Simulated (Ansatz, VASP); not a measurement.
# Two plane-wave programs on Mn

```
Mn
1.0
     2.45165    0.00000    0.00000
    -1.22583    2.12320    0.00000
     0.00000    0.00000    7.92971
Mn
4
Cartesian
  0.0000 0.0000 0.0000
  0.0000 1.4155 1.9824
  0.0000 0.0000 3.9649
  1.2258 0.7077 5.9473
```

Alike in both runs: task relaxation of cell and atoms; functional PBEsol; k mesh 21 × 21 × 5; occupations gaussian, width 0.1 eV; no spin polarisation.

|  | VASP | Ansatz |
| --- | --- | --- |
| version | VASP 6.6.1 | Ansatz 0.2.0 |
| potentials or method | VASP PAW PBE potentials, release 64 (Mn_pv), cutoff 600 eV | scalar-relativistic, plane waves, PAW |
| valence electrons in the cell | 52 | 60 |

|  | VASP | Ansatz | Ansatz less VASP |
| --- | --- | --- | --- |
| gap on the k mesh at the Fermi level, each at its own relaxed structure (eV) | none | none | - |
| relaxed volume (Å³/atom) | 10.31 | 10.32 | +0.004 |
| relaxed cell length with the largest relative difference (Å) | 7.913 | 7.917 | +0.0036 |

VASP's potentials were made for PBE, not for PBEsol. A gap of «none» marks a metal or a gap that the smearing closes. VASP's potentials hold 52 valence electrons a cell and Ansatz's 60, so a difference there can come from the potentials and not from the codes.
